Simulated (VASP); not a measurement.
HfMg3Cu:

```xyz
5
Lattice="3.6718 0.0000 0.0000 0.0000 3.6718 0.0000 0.0000 0.0000 8.2949" Properties=species:S:1:pos:R:3 pbc="T T T"
Mg    1.8359    1.8359    4.1474
Mg    0.0000    0.0000    2.4418
Mg    0.0000    0.0000    5.8531
Hf    1.8359    1.8359    0.0000
Cu    0.0000    0.0000    0.0000
```

The cell was generated, and may not be a known phase.

| Item | Value |
| --- | --- |
| Program | VASP 6.6.1 |
| Task | relaxation of cell and atoms |
| Functional | PBE |
| Potentials or basis | VASP PAW PBE potentials, release 64 (Mg, Hf_pv, Cu) |
| Cutoff | 600 eV |
| k mesh | 6 × 6 × 2 |
| Occupations | gaussian, width 0.1 eV |
| Spin | no spin polarisation |

At the start: pressure -0.7 GPa; volume 22.37 Å³/atom.

How do energy, volume and symmetry change on relaxing?

Over 6 steps the energy falls by 2.8 meV/atom and the volume is 22.11 Å³/atom (-1.2 %); space group P4/mmm (No. 123, to 0.1 Å) before and after.

Step by step:
```tsv
step	energy change (eV)	largest force (eV/Å)	pressure (GPa)	volume (Å³)
1	0.0000	0.2332	-0.68	111.83
2	-0.0125	0.1120	0.20	110.29
3	-0.0127	0.0985	0.23	110.11
4	-0.0124	0.0713	0.43	109.76
5	-0.0127	0.0935	0.29	110.05
6	-0.0139	0.0362	-0.01	110.54
```

Final structure:
```
Mg Hf Cu
1.0
     3.63828    0.00000    0.00000
     0.00000    3.63828    0.00000
     0.00000    0.00000    8.35113
Mg Hf Cu
3 1 1
Direct
  0.50000 0.50000 0.50000
  0.00000 0.00000 0.29663
  0.00000 0.00000 0.70337
  0.50000 0.50000 0.00000
  0.00000 0.00000 0.00000
```

Caveat: the k points lie up to 0.38 Å⁻¹ apart in the final cell, too coarse for converged energies and pressures of a metal.
